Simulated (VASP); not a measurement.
Here is a VASP 6.6.1 calculation.

The input INCAR:

```
PREC = Accurate
ENCUT = 520
EDIFF = 1E-6
ISMEAR = 0
SIGMA = 0.01
LREAL = False
LASPH = True
NELM = 60
ALGO = Normal
ISIF = 2
LWAVE = False
LCHARG = False
GGA = PE
NBANDS = 16
```

The input KPOINTS:

```
regular mesh
0
Gamma
  6 6 6
```

POSCAR

```
CdS
1.0
    0.0000000000      2.9261894400      2.9261894400
    2.9261894400      0.0000000000      2.9261894400
    2.9261894400      2.9261894400      0.0000000000
Cd S
1 1
Direct
    0.0000000000      0.0000000000      0.0000000000
    0.2500000000      0.2500000000      0.2500000000
```

Potentials or basis: VASP PAW PBE potentials, release 64 (Cd, S).

Run with:

```bash
$ cat potpaw_PBE.64/Cd/POTCAR potpaw_PBE.64/S/POTCAR > POTCAR
$ mpirun -np 1 vasp_std > vasp.out
```

(1) What does it give for the band gap on the k mesh?

(2) Estimate the pressure.

Answers

(1) 1.13 eV, direct.

(2) 2.6 GPa.
